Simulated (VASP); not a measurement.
Here is a VASP 6.6.1 calculation.

INCAR

```
  PREC = Accurate
  ENCUT = 520
  EDIFF = 1E-8
  ISMEAR = -1
  SIGMA = 0.01
  LREAL = F
  LASPH = T
  NELM = 60
  ALGO = Normal
  ISIF = 2
  LWAVE = F
  LCHARG = F
  GGA = PS
  LEFG = T
  NBANDS = 15
```

The input KPOINTS:

```
Automatic mesh
0
Gamma
  9 9 9
```

The input POSCAR:

```
KF
1.0
    0.0000000000      2.6912058140      2.6912058140
    2.6912058140      0.0000000000      2.6912058140
    2.6912058140      2.6912058140      0.0000000000
K F
1 1
Direct
    0.0000000000      0.0000000000      0.0000000000
    0.5000000000      0.5000000000      0.5000000000
```

Potentials or basis: VASP PAW PBE potentials, release 64 (K_sv, F).

Command:

```bash
$ cat potpaw_PBE.64/K_sv/POTCAR potpaw_PBE.64/F/POTCAR > POTCAR
$ mpirun -np 1 vasp_std > vasp.out
```

(1) What does it give for the pressure?

(2) What does it give for the band gap on the k mesh?

Results:

(1) -1.2 GPa.

(2) 5.92 eV.

Caveat: the PAW data sets were made with another functional, which shifts forces and pressure a little; an odd mesh through Γ misses points on the zone boundary, where band edges can lie.
